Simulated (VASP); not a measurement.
Wanted: the native input for a VASP 6.6.1 run.

- Task: relaxation of cell and atoms
- Functional: LDA
- Potentials or basis: VASP PAW LDA potentials, release 64 (Ni)
- Cutoff: 600 eV
- k mesh: 8 × 8 × 8
- Occupations: fermi-dirac, width 0.1 eV
- Spin: collinear spin, ferromagnetic start
- Starting moments: [1.5] μB
- Dipole correction: no
- Further INCAR settings: ALGO = Normal; EDIFF = 1e-07; IBRION = 2; EDIFFG = -0.02; NSW = 80; ISIF = 3

The structure of Ni lies in POSCAR:

```
Ni
1.0
    0.0000000000      1.7619350000      1.7619350000
    1.7619350000      0.0000000000      1.7619350000
    1.7619350000      1.7619350000      0.0000000000
Ni
1
Direct
    0.0000000000      0.0000000000      0.0000000000
```

One way to write it, as run:

INCAR

```
SYSTEM = Ni
ALGO = Normal
EDIFF = 1E-7
EDIFFG = -0.02
ENCUT = 600
GGA_COMPAT = .FALSE.
IBRION = 2
ISIF = 3
ISMEAR = -1
ISPIN = 2
LASPH = .TRUE.
LCHARG = .FALSE.
LMAXMIX = 4
LORBIT = 11
LREAL = .FALSE.
LWAVE = .FALSE.
MAGMOM = 1.5
NELM = 200
NELMIN = 4
NSW = 80
PREC = Accurate
SIGMA = 0.1
```

KPOINTS

```
k-points
0
G
  8 8 8
  0 0 0
```

Potentials or basis: VASP PAW LDA potentials, release 64 (Ni).

Command:

```sh
$ cat potpaw_LDA.64/Ni/POTCAR > POTCAR
$ mpirun -np 1 vasp_std > vasp.out
```

Results of the run:

```json
{"Relaxed volume": "10.06 Å³/atom", "Relaxed cell": "a = 2.423 Å, b = 2.423 Å, c = 2.423 Å, α = 60.00°, β = 60.00°, γ = 60.00°", "Space group after relaxing (to 0.1 Å)": "Fm-3m (No. 225)", "Energy gained by relaxing": "50.5 meV/atom", "Ionic steps": "4", "Pressure after relaxing": "0.1 GPa", "Net moment": "0.68 μB per cell", "Site moments": "Ni +0.68 μB", "Valence electrons inside the program's atomic spheres": "Ni 9.47"}
```

Caveat: the k points lie up to 0.40 Å⁻¹ apart in the final cell.

It took 26 s on 1 thread of AMD EPYC 7R13 Processor (Zen 3), on a shared host, peak memory 0.1 GiB.
